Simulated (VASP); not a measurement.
# Co5C in VASP: single point with PBEsol

Aim: the single point of Co5C with PBEsol.

All numbers are computed with VASP 6.6.1; they aren't measurements. Logs are shortened: lines on timing, memory, paths and dates and some standing lists are left out, and cuts for length are marked.

### 1 The cell of the first run

The cell holds a slab with vacuum, 6 atoms: a = 2.456 Å, b = 2.456 Å, c = 26.939 Å, α = 90.00°, β = 90.00°, γ = 120.00°.

### 2 Single point, PBEsol, collinear spin, ferromagnetic start

File INCAR:

```
ALGO = Normal
DIPOL = 0.5 0.5 0.496
EDIFF = 1E-6
ENCUT = 520
GGA = PS
IDIPOL = 3
ISIF = 2
ISMEAR = 0
ISPIN = 2
LASPH = True
LCHARG = True
LDIPOL = True
LELF = True
LMAXMIX = 4
LORBIT = 11
LREAL = False
LVACPOTAV = True
LVHAR = True
LWAVE = False
MAGMOM = 1.94 1.87 1.83 1.86 1.92 2
NBANDS = 38
NELM = 150
PREC = Accurate
SIGMA = 0.1
```

File KPOINTS:

```
k-points
0
Gamma
  12 12 1
```

File POSCAR:

```
Co5C
1.0
    2.4564222732      0.0000000000      0.0000000000
   -1.2282111366      2.1273240910      0.0000000000
    0.0000000000      0.0000000000     26.9388271088
Co C
5 1
Direct
    0.6666666667      0.3333333333      0.3155296986
    0.3333333333      0.6666666667      0.3892042788
    0.6668217569      0.3331782431      0.4641247149
    0.3333451647      0.6666548353      0.5364142484
    0.6663983425      0.3336016575      0.6160012447
   -0.0002383277      0.0002383277      0.6555794856
```

Potentials or basis: VASP PAW PBE potentials, release 64 (Co, C).

Run with:

```console
$ cat potpaw_PBE.64/Co/POTCAR potpaw_PBE.64/C/POTCAR > POTCAR
$ mpirun -np 1 vasp_std > vasp.out
```

OUTCAR:

```text
EDIFF = 1E-6
   ENCUT = 520
   GGA = PS
   ISIF = 2
   ISMEAR = 0
   ISPIN = 2
   LASPH = True
   LORBIT = 11
   LREAL = False
   NELM = 150
   PREC = Accurate

 ion  position               nearest neighbor table
   1  0.667  0.333  0.316-   2 2.44   2 2.44   2 2.44
   2  0.333  0.667  0.389-   1 2.44   1 2.44   1 2.44   3 2.47   3 2.47   3 2.47
   3  0.667  0.333  0.464-   4 2.41   4 2.41   4 2.41   2 2.47   2 2.47   2 2.47
   4  0.333  0.667  0.536-   3 2.41   3 2.41   3 2.41   5 2.57   5 2.57   5 2.57
   5  0.666  0.334  0.616-   6 1.77   6 1.77   6 1.77   4 2.57   4 2.57   4 2.57
   6  1.000  0.000  0.656-   5 1.77   5 1.77   5 1.77

  LATTYP: Found a hexagonal cell.
 ALAT       =     2.4564222732
 C/A-ratio  =    10.9666922510

  Lattice vectors:

 A1 = (   2.4564222732,   0.0000000000,   0.0000000000)
 A2 = (  -1.2282111366,   2.1273240910,   0.0000000000)
 A3 = (   0.0000000000,   0.0000000000,  26.9388271088)

Analysis of symmetry for initial positions (statically):
=====================================================================
 Subroutine PRICEL returns:
 Original cell was already a primitive cell.

 Routine SETGRP: Setting up the symmetry group for a
 hexagonal supercell.

 Subroutine GETGRP returns: Found  2 space group operations
 (whereof  2 operations were pure point group operations)
 out of a pool of 24 trial point group operations.

The static configuration has the point symmetry C_1h.

Analysis of symmetry for dynamics (positions and initial velocities):
=====================================================================
 Subroutine PRICEL returns:
 Original cell was already a primitive cell.

 Routine SETGRP: Setting up the symmetry group for a
 hexagonal supercell.

 Subroutine GETGRP returns: Found  2 space group operations
 (whereof  2 operations were pure point group operations)
 out of a pool of 24 trial point group operations.

The dynamic configuration has the point symmetry C_1h.

Analysis of structural, dynamic, and magnetic symmetry:
=====================================================================
 Subroutine PRICEL returns:
 Original cell was already a primitive cell.

 Routine SETGRP: Setting up the symmetry group for a
 hexagonal supercell.

 Subroutine GETGRP returns: Found  2 space group operations
 (whereof  2 operations were pure point group operations)
 out of a pool of 24 trial point group operations.

The overall configuration has the point symmetry C_1h.

 Subroutine INISYM returns: Found  2 space group operations
 (whereof  2 operations are pure point group operations),
 and found     1 'primitive' translations

----------------------------------------------------------------------------------------

                                     Primitive cell

  volume of cell :     140.7717

  direct lattice vectors                    reciprocal lattice vectors
     2.456422273  0.000000000  0.000000000     0.407096130  0.235037060  0.000000000
    -1.228211137  2.127324091  0.000000000     0.000000000  0.470074120  0.000000000
     0.000000000  0.000000000 26.938827109     0.000000000  0.000000000  0.037121141

  length of vectors
     2.456422273  2.456422273 26.938827109     0.470074120  0.470074120  0.037121141

  position of ions in fractional coordinates (direct lattice)
     0.666666667  0.333333333  0.315529699
     0.333333333  0.666666667  0.389204279
     0.666821757  0.333178243  0.464124715
     0.333345165  0.666654835  0.536414248
     0.666398343  0.333601657  0.616001245
     0.999761672  0.000238328  0.655579486

  ion indices of the primitive-cell ions
   primitive index   ion index
                 1           1
                 2           2
                 3           3
                 4           4
                 5           5
                 6           6

----------------------------------------------------------------------------------------

 KPOINTS: k-points

Automatic generation of k-mesh.
 Grid dimensions read from file:
 generate k-points for:   12   12    1

 Generating k-lattice:

  Cartesian coordinates                     Fractional coordinates (reciprocal lattice)
     0.033924677  0.019586422  0.000000000     0.083333333  0.000000000  0.000000000
     0.000000000  0.039172843  0.000000000     0.000000000  0.083333333  0.000000000
     0.000000000  0.000000000  0.037121141     0.000000000  0.000000000  1.000000000

  Length of vectors
     0.039172843  0.039172843  0.037121141

  Shift w.r.t. Gamma in fractional coordinates (k-lattice)
     0.000000000  0.000000000  0.000000000

 Subroutine IBZKPT returns following result:
 ===========================================

 Found     43 irreducible k-points:

 Following reciprocal coordinates:
            Coordinates               Weight
  0.000000  0.000000  0.000000      1.000000
  0.083333  0.000000  0.000000      4.000000
 -0.083333  0.083333  0.000000      2.000000
  0.166667  0.000000  0.000000      4.000000
 -0.166667  0.166667  0.000000      2.000000
  0.250000  0.000000  0.000000      4.000000
[... 16 lines left out ...]
 -0.083333  0.416667  0.000000      4.000000
 -0.416667  0.333333  0.000000      4.000000
 [... further k-points ...]
   k-points           NKPTS =     43   k-points in BZ     NKDIM =     43   number of bands    NBANDS=     38
   number of dos      NEDOS =    301   number of ions     NIONS =      6
   total plane-waves  NPLWV =  64800
   dimension x,y,z NGX =    18 NGY =   18 NGZ =  200
   dimension x,y,z NGXF=    36 NGYF=   36 NGZF=  400
   ions per type =               5   1
   NGX,Y,Z   is equivalent  to a cutoff of  12.18, 12.18, 12.34 a.u.
   NGXF,Y,Z  is equivalent  to a cutoff of  24.36, 24.36, 24.68 a.u.
 SYSTEM =  unknown system
   PREC   = accura    normal or accurate (medium, high low for compatibility)
   ISTART =      0    job   : 0-new  1-cont  2-samecut
   ICHARG =      2    charge: 1-file 2-atom 10-const
   ISPIN  =      2    spin polarized calculation?
   LNONCOLLINEAR =      F non collinear calculations
   LSORBIT =      F    spin-orbit coupling
   LASPH  =      T    aspherical Exc in radial PAW
   ENCUT  =  520.0 eV  38.22 Ry    6.18 a.u.   4.57  4.57 50.09*2*pi/ulx,y,z
   NELM   =    150;   NELMIN=  2; NELMDL= -5     # of ELM steps
   EDIFF  = 0.1E-05   stopping-criterion for ELM
   LREAL  =      F    real-space projection
[... 7 lines left out ...]
   TEBEG  =    0.0;   TEEND  =   0.0 temperature during run
   PSTRESS=    0.0 pullay stress
   NELECT =      49.0000    total number of electrons
   NUPDOWN=      -1.0000    fix difference up-down
   EMIN   =  10.00;   EMAX   =-10.00  energy-range for DOS
   EFERMI =   0.00;   METHOD = LEGACY
   ISMEAR =     0;   SIGMA  =   0.10  broadening in eV -4-tet -1-fermi 0-gaus
   EFERMI_NEDOS =   21; number of points for ismear=-14 and -15
   IALGO  =     38    algorithm
   IMIX   =      4    mixing-type and parameters
     AMIX     =   0.40;   BMIX     =  1.00
     AMIX_MAG =   1.60;   BMIX_MAG =  1.00
  volume/ion in A,a.u.               =      23.46       158.33
  Fermi-wavevector in a.u.,A,eV,Ry     =   1.151600  2.176209 18.043816  1.326183
  Thomas-Fermi vector in A             =   2.288257
   LORBIT       =     11    0 simple, 1 ext, 2 COOP (PROOUT), +10 PAW based schemes
   GGA     = PS    functional components
   LHFCALC =     F    Hartree Fock is set to
   AEXX    =    0.0000 exact exchange contribution
   IVDW    =     0    specifies the selected vdW correction
   LEPSILON=     F    determine dielectric tensor
   LRPA    =     F    only Hartree local field effects (RPA)
 spin polarized calculation
 Gauss-broadening in eV      SIGMA  =   0.10
  energy-cutoff  :      520.00
  volume of cell :      140.77
 maximum number of plane-waves:      3849
   NGX =  9   NGY =  9   NGZ =101

 number of electron      48.9999969 magnetization      10.0083597

 dipolmoment           0.000000      0.000000     -0.007841 electrons x Angstroem

 number of electron      48.9999969 magnetization       7.0934017

 dipolmoment           0.000000      0.000000      0.013529 electrons x Angstroem

 Free energy of the ion-electron system (eV)
  ---------------------------------------------------
  ext. energy  EPLUGINS =         0.00000000
  ---------------------------------------------------
  free energy    TOTEN  =       -44.38553123 eV

  energy without entropy =      -44.35867672  energy(sigma->0) =      -44.37210397

 E-fermi :   1.2456     XC(G=0):  -6.2957

 val. band max:        1.2360183375   @ k =  -0.1667   0.4167   0.0000
 cond. band min:       1.2480548940   @ k =   0.2500   0.1667   0.0000
 fundamental gap:      0.0120365565
 Fermi energy:         1.2455579601

 spin component 1

 k-point     1 :       0.0000    0.0000    0.0000
  band No.  band energies     occupation
      1     -13.1286      1.00000
      2      -7.6410      1.00000
      3      -6.5738      1.00000
      4      -5.5883      1.00000
      5      -4.8302      1.00000
      6      -4.2184      1.00000
[... 28 lines left out ...]
     35       7.0484      0.00000
     36       7.0489      0.00000

 k-point     2 :       0.0833    0.0000    0.0000
  band No.  band energies     occupation
      1     -12.9515      1.00000
      2      -7.3967      1.00000
      3      -6.3495      1.00000
      4      -5.3994      1.00000
      5      -4.6422      1.00000
      6      -4.0430      1.00000
[... 28 lines left out ...]
     35       6.8764      0.00000
     36       6.9482      0.00000
[... 817 lines left out ...]
     35       9.1628      0.00000
     36      10.4289      0.00000

 k-point    24 :      -0.4167    0.3333    0.0000
  band No.  band energies     occupation
      1     -10.1616      1.00000
      2      -5.3922      1.00000
      3      -4.1224      1.00000
      4      -3.8917      1.00000
      5      -3.5793      1.00000
      6      -3.3094      1.00000
[... 28 lines left out ...]
     35       9.1638      0.00000
     36      10.4281      0.00000

 [... further k-points ...]

 spin component 2

 k-point     1 :       0.0000    0.0000    0.0000
  band No.  band energies     occupation
      1     -12.9958      1.00000
      2      -7.5493      1.00000
      3      -6.4501      1.00000
      4      -5.3018      1.00000
      5      -4.4405      1.00000
      6      -3.4459      1.00000
[... 28 lines left out ...]
     35       7.2562      0.00000
     36       7.2594      0.00000

 k-point     2 :       0.0833    0.0000    0.0000
  band No.  band energies     occupation
      1     -12.8177      1.00000
      2      -7.3037      1.00000
      3      -6.2238      1.00000
      4      -5.1075      1.00000
      5      -4.2554      1.00000
      6      -3.2575      1.00000
[... 28 lines left out ...]
     35       6.9939      0.00000
     36       7.1607      0.00000
[... 817 lines left out ...]
     35       9.7171      0.00000
     36      10.9487      0.00000

 k-point    24 :      -0.4167    0.3333    0.0000
  band No.  band energies     occupation
      1     -10.0091      1.00000
      2      -5.2097      1.00000
      3      -3.5835      1.00000
      4      -3.2059      1.00000
      5      -2.7612      1.00000
      6      -2.3295      1.00000
[... 28 lines left out ...]
     35       9.7181      0.00000
     36      10.9481      0.00000

 [... further k-points ...]

 [bands above 36 left out]

------------------------ aborting loop because EDIFF is reached ----------------------------------------

  FORCE on cell =-STRESS in cart. coord.  units (eV):
  Direction    XX          YY          ZZ          XY          YZ          ZX
  --------------------------------------------------------------------------------------
  -------------------------------------------------------------------------------------
  Total        3.6454724      3.6483424     -0.9148918      0.0024855     -0.0007046      0.0012203
  in kB       41.4905346     41.5231995    -10.4127380      0.0282887     -0.0080192      0.0138890
  external PRESSURE =      24.2003320 kB  Pullay stress =       0.0000000 kB

 VOLUME and BASIS-vectors are now :
 -----------------------------------------------------------------------------
  energy-cutoff  :      520.00
  volume of cell :      140.77
      direct lattice vectors                 reciprocal lattice vectors
     2.456422273  0.000000000  0.000000000     0.407096130  0.235037060  0.000000000
    -1.228211137  2.127324091  0.000000000     0.000000000  0.470074120  0.000000000
     0.000000000  0.000000000 26.938827109     0.000000000  0.000000000  0.037121141

 POSITION                                       TOTAL-FORCE (eV/Angst)
 -----------------------------------------------------------------------------------
      1.22821      0.70911      8.50000         0.000188     -0.000109      0.449182
     -0.00000      1.41822     10.48471         0.000054     -0.000031     -0.414537
      1.22878      0.70878     12.50298        -0.000801      0.000463      0.000149
      0.00004      1.41819     14.45037         0.000133     -0.000077     -0.014289
      1.22722      0.70968     16.59435         0.000592     -0.000342     -0.177782
      2.45554      0.00051     17.66054        -0.000167      0.000096      0.157278
 -----------------------------------------------------------------------------------
    total drift:                               -0.000028      0.000016      0.000355

  FREE ENERGIE OF THE ION-ELECTRON SYSTEM (eV)
  ---------------------------------------------------
  free  energy   TOTEN  =       -44.3855312294 eV

  energy  without entropy=      -44.3586767200  energy(sigma->0) =      -44.37210397

 vacuum level on the upper side and lower side of the slab         6.835         6.367

 total charge

# of ion       s       p       d       tot
------------------------------------------
    1        0.496   0.430   7.248   8.173
    2        0.502   0.556   7.284   8.342
    3        0.509   0.567   7.291   8.367
    4        0.502   0.545   7.268   8.315
    5        0.587   0.852   7.661   9.099
    6        0.981   1.328   0.000   2.309
--------------------------------------------------
tot          3.576   4.277  36.752  44.604

 magnetization (x)

# of ion       s       p       d       tot
------------------------------------------
    1       -0.011  -0.036   1.757   1.711
    2       -0.015  -0.049   1.697   1.632
    3       -0.011  -0.046   1.660   1.603
    4       -0.010  -0.034   1.709   1.664
    5        0.010  -0.013   0.351   0.348
    6        0.017   0.076   0.000   0.093
--------------------------------------------------
tot         -0.020  -0.102   7.173   7.052
```

Wall time 26 min (1 thread of Intel Xeon Platinum 8488C (Sapphire Rapids), shared host); peak memory 0.5 GiB.

What came out:

* Free energy: -44.3855 eV
* Largest force: 0.449 eV/Å
* Net moment: 7.09 μB per cell
* Site moments: Co +1.71, +1.63, +1.60, +1.66, +0.35; C +0.09 μB
* Valence electrons inside the program's atomic spheres: Co 8.17, 8.34, 8.37, 8.31, 9.10; C 2.31

Forces in eV/Å, atoms in the order of the input:
```
Co   0.000  0.000  0.449
Co   0.000  0.000 -0.415
Co  -0.001  0.000  0.000
Co   0.000  0.000 -0.014
Co   0.001  0.000 -0.178
C    0.000  0.000  0.157
```

Caveat: the PAW data sets were made with another functional, which shifts forces and pressure a little.
